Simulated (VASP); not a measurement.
CsPbBr3, 5 atoms in the cell. Symmetry: Pm-3m, No. 221, cubic system. Conventional cell: a = 5.782 Å, b = 5.782 Å, c = 5.782 Å, α = 90.00°, β = 90.00°, γ = 90.00°. Cs (site symmetry m-3m) has 12 Br at 4.09 Å and 8 Pb at 5.01 Å within 5.4 Å. Pb (site symmetry m-3m) has 6 Br at 2.89 Å within 3.8 Å. Br (site symmetry 4/mmm) has 2 Pb at 2.89 Å within 3.8 Å.  This cell differs from its parent crystal: strain -0.015 along x and y, -0.015 along z.

| Property | Result |
| --- | --- |
| Program | VASP 6.6.1 |
| Task | single point |
| Functional | PBEsol |
| Potentials or basis | VASP PAW PBE potentials, release 64 (Cs_sv, Pb_d, Br) |
| Cutoff | 520 eV |
| k mesh | 6 × 6 × 6 |
| Occupations | gaussian, width 0.05 eV |
| Spin | no spin polarisation |
| Dipole correction | no |
| Further INCAR settings | ALGO = Normal; EDIFF = 1e-06; NBANDS = 30 |

Potentials or basis: VASP PAW PBE potentials, release 64 (Cs_sv, Pb_d, Br).

Command:

```sh
$ cat potpaw_PBE.64/Cs_sv/POTCAR potpaw_PBE.64/Pb_d/POTCAR potpaw_PBE.64/Br/POTCAR > POTCAR
$ mpirun -np 1 vasp_std > vasp.out
```

Hardware: 1 thread of AMD EPYC 9R14 (Zen 4), on a shared host.

Q: Estimate the wall time of this run.

A: It took 110 s on 1 thread of AMD EPYC 9R14 (Zen 4), on a shared host, peak memory 0.35 GiB. Counts: scf iterations 13, k points 20.
